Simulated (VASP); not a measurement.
Wanted: the native input for a VASP 6.6.1 run.

```
Task                   : single point
Functional             : PBE
Potentials or basis    : VASP PAW PBE potentials, release 64 (Zn, S)
Cutoff                 : 520 eV
k mesh                 : 10 × 10 × 6
Occupations            : gaussian, width 0.05 eV
Spin                   : no spin polarisation
Dipole correction      : no
Further INCAR settings : ALGO = Normal; EDIFF = 1e-06; NBANDS = 26
```

The structure of ZnS lies in POSCAR:

```
ZnS
1.0
    3.8199361204      0.0000000000      0.0000000000
   -1.9099680602      3.3081617211      0.0000000000
    0.0000000000      0.0000000000      6.2620631414
Zn S
2 2
Direct
    0.3333333333      0.6666666667      0.0052019370
    0.6666666667      0.3333333333      0.5052019370
    0.3333333333      0.6666666667      0.3797980630
    0.6666666667      0.3333333333      0.8797980630
```

This cell differs from its parent crystal: volume scaled by 0.980.

One way to write it, as run:

INCAR

```
PREC = Accurate
ENCUT = 520
EDIFF = 1E-6
ISMEAR = 0
SIGMA = 0.05
LREAL = False
LASPH = True
NELM = 100
ALGO = Normal
ISIF = 2
LWAVE = False
LCHARG = False
GGA = PE
NBANDS = 26
```

KPOINTS

```
regular mesh
0
Gamma
  10 10 6
```

Potentials or basis: VASP PAW PBE potentials, release 64 (Zn, S).

Command:

```sh
$ cat potpaw_PBE.64/Zn/POTCAR potpaw_PBE.64/S/POTCAR > POTCAR
$ mpirun -np 1 vasp_std > vasp.out
```

Results of the run:

```yaml
Pressure: 1.6 GPa
Largest_force: 0.005 eV/Å
Band_gap_on_the_k_mesh: 2.17 eV, direct
```

It took 88 s on 1 thread of Intel(R) Xeon(R) Platinum 8488C (Sapphire Rapids), on a shared host, peak memory 0.24 GiB.
